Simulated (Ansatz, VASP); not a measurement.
Given: the input of a run of Ansatz 0.2.0 on HfN.

File input.yaml:

```yaml
crystal:
  lattice:
    - [0.0, 2.4710795731, 2.4710795731]
    - [2.4710795731, 0.0, 2.4710795731]
    - [2.4710795731, 2.4710795731, 0.0]
  atoms:
    - { symbol: Hf, position: [0.0, 0.0, 0.0] }
    - { symbol: "N", position: [0.25, 0.25, 0.25] }
hamiltonian:
  xc: pbesol
  pseudopotentials: { kind: paw }
kpoints:
  mp_grid: { grid: [9, 9, 9] }
scf:
  occupations: { method: fermi_dirac, width: 0.05 }
output:
  forces: true
  stress: true
  eigenvalues: true
```

Potentials or basis: Ansatz PAW.

Launch:

```bash
$ ansatz run input.yaml --threads 2 --pin off --max-ram 5632MiB --backend cpu --events-out ev --progress --plain --runs-dir out
```

Problem. Translate it to VASP 6.6.1. Potentials there: VASP PAW PBE potentials, release 64 (Hf_pv, N).

Solution. As run (the cutoff follows the program's own potentials):

INCAR

```
ALGO = Normal
EDIFF = 1E-6
ENCUT = 520
GGA = PS
ISIF = 2
ISMEAR = -1
LASPH = T
LCHARG = F
LREAL = F
LWAVE = F
NBANDS = 14
NELM = 80
PREC = Accurate
SIGMA = 0.05
```

Contents of KPOINTS:

```
k-points
0
Gamma
  9 9 9
```

POSCAR

```
HfN
1.0
    0.0000000000      2.4710795731      2.4710795731
    2.4710795731      0.0000000000      2.4710795731
    2.4710795731      2.4710795731      0.0000000000
Hf N
1 1
Direct
    0.0000000000      0.0000000000      0.0000000000
    0.2500000000      0.2500000000      0.2500000000
```

Potentials or basis: VASP PAW PBE potentials, release 64 (Hf_pv, N).

The run is started by

```console
$ cat potpaw_PBE.64/Hf_pv/POTCAR potpaw_PBE.64/N/POTCAR > POTCAR
$ mpirun -np 1 vasp_std > vasp.out
```

Both were run:

|  | VASP | Ansatz | Ansatz less VASP |
| --- | --- | --- | --- |
| gap on the k mesh at the Fermi level (eV) | none | none | - |
| pressure (GPa) | -9.4 | -8.5 | +0.92 |

VASP's potentials were made for PBE, not for PBEsol. A gap of «none» marks a metal or a gap that the smearing closes. The functional is the same, so the differences come from potentials, cutoffs and numerics. VASP's potentials hold 15 valence electrons a cell and Ansatz's 31, so a difference there can come from the potentials and not from the codes.

Neither program's run includes spin-orbit coupling.
